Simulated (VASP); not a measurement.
CoSn: relaxation of cell and atoms with PBE

Crystal: CoSn.

```
Co Sn
1.0
     0.00000    2.86384    2.86384
     2.86384    0.00000    2.86384
     2.86384    2.86384    0.00000
Co Sn
1 1
Direct
  0.00000 0.00000 0.00000
  0.25000 0.25000 0.25000
```

```json
{
 "Program": "VASP 6.6.1",
 "Task": "relaxation of cell and atoms",
 "Functional": "PBE",
 "Potentials or basis": "VASP PAW PBE potentials, release 64 (Co, Sn_d)",
 "Cutoff": "600 eV",
 "k mesh": "16 × 16 × 16",
 "Occupations": "gaussian, width 0.1 eV",
 "Spin": "no spin polarisation",
 "Dipole correction": "no",
 "Further INCAR settings": "ALGO = Fast; EDIFF = 1e-06; IBRION = 2; EDIFFG = -0.01; NSW = 100; ISIF = 3"
}
```

The pressure after relaxing is 0.0 GPa and the band gap on the k mesh is zero (an odd number of electrons rules out a gap without spin polarisation).

Final structure:
```
CELL_PARAMETERS angstrom
0.00000 2.86384 2.86384
2.86384 0.00000 2.86384
2.86384 2.86384 0.00000
ATOMIC_POSITIONS crystal
Co 0.00000 0.00000 0.00000
Sn 0.25000 0.25000 0.25000
```

Levels at points of the mesh, in eV from the Fermi level:
```csv
k point,band 8,band 9,band 10,band 11,band 12,band 13,band 14,band 15
"(0.00, 0.00, 0.00)",-1.48,-1.48,-0.54,-0.54,5.52,5.52,5.52,7.28
"(0.50, 0.00, 0.00)",-1.33,-1.33,-0.50,-0.50,-0.36,3.45,3.45,6.55
"(0.50, 0.50, 0.00)",-0.84,-0.84,-0.75,-0.47,-0.19,0.86,0.86,5.09
```

Wall time 42 s on 1 thread of Intel(R) Xeon(R) 6975P-C (Granite Rapids) (shared host), peak memory 0.28 GiB.

Caveat: the relaxation stopped at its first step, so nothing moved; spin-orbit coupling is left out, which moves the levels of the heavy elements; the run has no spin polarisation, though such a crystal can be magnetic. Spin polarisation is off, so any magnetic state and its effect on volume and gap are missing.
